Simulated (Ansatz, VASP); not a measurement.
## Two plane-wave programs on Mn2Te3S

```
CELL_PARAMETERS angstrom
5.25867 0.00000 0.00000
-2.62933 4.55414 0.00000
0.00000 0.00000 6.01498
ATOMIC_POSITIONS crystal
Mn 0.00000 0.00000 0.24398
Mn 0.00000 0.00000 0.75602
Te 0.33333 0.66667 0.50000
Te 0.66667 0.33333 0.00000
Te 0.66667 0.33333 0.50000
S 0.33333 0.66667 0.00000
```

Change from the starting cell: species swapped into the Eu2Ge3Au type (P-6m2, No. 187).

Alike in both runs: functional PBE; k mesh 3 × 3 × 2; occupations gaussian, width 0.15 eV; collinear spin.

Ansatz relaxed the structure, and its values are those at the end. VASP's run is a single point on that final structure, the one shown.

|  | VASP | Ansatz |
| --- | --- | --- |
| version | VASP 6.6.1 | Ansatz 0.2.0 |
| potentials or method | VASP PAW PBE potentials, release 64 (Mn_pv, Te, S), cutoff 520 eV | scalar-relativistic, plane waves, PAW |
| valence electrons in the cell | 50 | 84 |

```tsv
	VASP	Ansatz	Ansatz less VASP
gap on the k mesh at the Fermi level (eV)	none	none	-
pressure (GPa)	0.2	0.2	+0.02
net moment per atom (μB)	1.48	1.48	0.000
size of the moment on the site where the two differ most (μB)	4.15	4.25	+0.103
```

Site moments also hang on the region over which each program counts them. A gap of «none» marks a metal or a gap that the smearing closes. VASP's potentials hold 50 valence electrons a cell and Ansatz's 84, so a difference there can come from the potentials and not from the codes.

The k mesh is coarse, so the values compare programs but aren't converged. Neither program's run includes spin-orbit coupling.
